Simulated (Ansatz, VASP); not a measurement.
Ba in VASP and in Ansatz

File INCAR:

```
  PREC = Accurate
  ENCUT = 520
  EDIFF = 1E-7
  ISMEAR = 0
  SIGMA = 0.15
  LREAL = F
  LASPH = T
  NELM = 80
  ALGO = Fast
  ISIF = 2
  LWAVE = F
  LCHARG = F
  GGA = CA
  NBANDS = 11
```

The input KPOINTS:

```
Automatic mesh
0
Gamma
  14 14 8
```

The input POSCAR:

```
Ba
1.0
    1.9550000000     -3.6500000000     -0.0182500000
    1.9550000000      3.6500000000      0.0182500000
    0.0000000000      0.0285000000      5.7000000000
Ba
1
Direct
    0.0000000000      0.0000000000      0.0000000000
```

Input for Ansatz:

```yaml
crystal:
  lattice:
    - [1.955, -3.65, -0.01825]
    - [1.955, 3.65, 0.01825]
    - [0.0, 0.0285, 5.7]
  atoms:
    - { symbol: Ba, position: [0.0, 0.0, 0.0] }
basis:
  ecutwfc: 420
kpoints:
  mp_grid: { grid: [14, 14, 8] }
hamiltonian:
  xc: lda
scf:
  occupations: { method: gaussian, width: 0.15 }
output:
  forces: true
  stress: true
  eigenvalues: true
```

Change from the starting cell: strain +0.0100 x Voigt [0, 0, 0, 1, 0, 0], atoms carried along.

Alike in both runs: task single point; functional LDA; k mesh 14 × 14 × 8; occupations gaussian, width 0.15 eV; no spin polarisation.

```csv
,VASP,Ansatz
version,VASP 6.6.1,Ansatz 0.2.0
potentials or method,"VASP PAW LDA potentials, release 64 (Ba_sv), cutoff 520 eV","scalar-relativistic, plane waves, PAW"
valence electrons in the cell,10,10
```

```csv
,VASP,Ansatz,Ansatz less VASP
gap on the k mesh at the Fermi level (eV),none,none,-
pressure (GPa),-0.3,-0.3,-0.02
"traceless stress, the component that is largest in VASP (GPa)",-1.97,-1.93,+0.040
```

LDA's correlation is that of Perdew and Zunger in VASP and of Perdew and Wang (1992) in Ansatz. A gap of «none» marks a metal or a gap that the smearing closes.

Neither program's run includes spin-orbit coupling.
